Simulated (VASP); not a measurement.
Set up this calculation in VASP 6.6.1, as the native input.

```yaml
Task: single point
Functional: PBE
Potentials_or_basis: VASP PAW PBE potentials, release 64 (K_sv, Zn, Pd)
Cutoff: 520 eV
k_mesh: 4 × 4 × 4
Occupations: gaussian, width 0.1 eV
Spin: no spin polarisation
Dipole_correction: no
Further_INCAR_settings: ALGO = Fast; EDIFF = 1e-06; NBANDS = 48
```

The structure of KZn5Pd lies in POSCAR:

```
KZn5Pd
1.0
    4.0737115257      0.0000000000      0.0000000000
    0.0000000000      4.0737115257      0.0000000000
    0.0000000000      0.0000000000      7.1548698621
K Zn Pd
1 5 1
Direct
    0.5000000000      0.5000000000      0.0000000000
    0.5000000000      0.0000000000      0.7262000000
    0.0000000000      0.5000000000      0.7262000000
    0.5000000000      0.0000000000      0.2738000000
    0.0000000000      0.5000000000      0.2738000000
    0.0000000000      0.0000000000      0.0000000000
    0.0000000000      0.0000000000      0.5000000000
```

The input as run:

INCAR

```
SYSTEM = KZn5Pd
ALGO     = Fast           ! electronic algorithm
EDIFF    = 1E-6           ! SCF threshold, eV
ENCUT    = 520            ! plane-wave cutoff, eV
GGA      = PE             ! functional
ISIF     = 2              ! what is computed and relaxed
ISMEAR   = 0              ! smearing method
LASPH    = .True.         ! aspherical terms in the spheres
LCHARG   = .False.        ! write CHGCAR
LREAL    = .False.        ! projectors in reciprocal space
LWAVE    = .False.        ! write WAVECAR
NBANDS   = 48             ! bands
NELM     = 100            ! most SCF steps
PREC     = Accurate       ! precision mode
SIGMA    = 0.1            ! smearing width, eV
```

KPOINTS

```
k-points
0
Gamma
  4 4 4
  0 0 0
```

Potentials or basis: VASP PAW PBE potentials, release 64 (K_sv, Zn, Pd).

Command:

```sh
$ cat potpaw_PBE.64/K_sv/POTCAR potpaw_PBE.64/Zn/POTCAR potpaw_PBE.64/Pd/POTCAR > POTCAR
$ mpirun -np 1 vasp_std > vasp.out
```

It gave:

- Pressure: 12.3 GPa
- Largest force: 1.019 eV/Å
- Band gap on the k mesh: zero (an odd number of electrons rules out a gap without spin polarisation)

Caveat: the k points lie up to 0.39 Å⁻¹ apart, too coarse for converged energies and pressures of a metal; forces of over 1 eV/Å act on the atoms, so gaps and moduli don't describe the material at rest.

Run time: 76 s on 1 thread of Intel(R) Xeon(R) 6975P-C (Granite Rapids), on a shared host, peak memory 0.26 GiB.
